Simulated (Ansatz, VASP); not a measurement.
**Two plane-wave programs on Li3TaO4**

INCAR

```
PREC = Accurate ; ENCUT = 520
EDIFF = 1E-6 ; ISMEAR = 0
SIGMA = 0.05 ; LREAL = False
LASPH = True ; NELM = 60
ALGO = Normal ; ISIF = 2
LWAVE = False ; LCHARG = False
GGA = PS ; NBANDS = 32
```

File KPOINTS:

```
regular mesh
0
Gamma
  10 10 10
```

Contents of POSCAR:

```
Li3TaO4
1.0
   -2.0422644308      2.0422644308      4.2529592940
    2.0422644308     -2.0422644308      4.2529592940
    2.0422644308      2.0422644308     -4.2529592940
Li Ta O
3 1 4
Direct
    0.5076417378      0.5076417378      0.0000000000
    0.2506454185      0.7506454185      0.5000000000
    0.7506454185      0.2506454185      0.5000000000
   -0.0001880202     -0.0001880202      0.0000000000
   -0.0000954332      0.4999045668      0.5000000000
    0.7734806374      0.7734806374      0.0000000000
    0.4999045668     -0.0000954332      0.5000000000
    0.2249619820      0.2249619820      0.0000000000
```

Input for Ansatz:

```yaml
crystal:
  lattice:
    - [-2.0422644308, 2.0422644308, 4.252959294]
    - [2.0422644308, -2.0422644308, 4.252959294]
    - [2.0422644308, 2.0422644308, -4.252959294]
  atoms:
    - { symbol: Li, position: [0.5076417378, 0.5076417378, 0.0] }
    - { symbol: Li, position: [0.2506454185, 0.7506454185, 0.5] }
    - { symbol: Li, position: [0.7506454185, 0.2506454185, 0.5] }
    - { symbol: Ta, position: [-0.0001880202, -0.0001880202, 0.0] }
    - { symbol: O, position: [-9.54332e-05, 0.4999045668, 0.5] }
    - { symbol: O, position: [0.7734806374, 0.7734806374, 0.0] }
    - { symbol: O, position: [0.4999045668, -9.54332e-05, 0.5] }
    - { symbol: O, position: [0.224961982, 0.224961982, 0.0] }
basis:
  ecutwfc: 420
kpoints:
  mp_grid: { grid: [10, 10, 10] }
hamiltonian:
  xc: pbesol
scf:
  occupations: { method: gaussian, width: 0.05 }
output:
  forces: true
  stress: true
  eigenvalues: true
```

Change from the starting cell: mode 1 (-167.1 1/cm) frozen in, largest displacement +0.065 Å.

Alike in both runs: task single point; functional PBEsol; k mesh 10 × 10 × 10; occupations gaussian, width 0.05 eV; no spin polarisation.

|  | VASP | Ansatz |
| --- | --- | --- |
| version | VASP 6.6.1 | Ansatz 0.2.0 |
| potentials or method | VASP PAW PBE potentials, release 64 (Li_sv, Ta_pv, O), cutoff 520 eV | scalar-relativistic, plane waves, PAW |
| valence electrons in the cell | 44 | 46 |

```csv
,VASP,Ansatz,Ansatz less VASP
gap on the k mesh at the Fermi level (eV),1.53,1.58,+0.048
least direct gap on the mesh (eV),1.59,1.64,+0.052
rms of the force components (eV/Å),0.044,0.011,-0.0322
```

VASP's potentials were made for PBE, not for PBEsol. Atom by atom the forces differ by 0.041 eV/Å (rms over components). VASP's potentials hold 44 valence electrons a cell and Ansatz's 46, so a difference there can come from the potentials and not from the codes.

Spin-orbit coupling is off throughout. Noted on VASP's run: the cutoff is short for stress, so the pressure is rough.
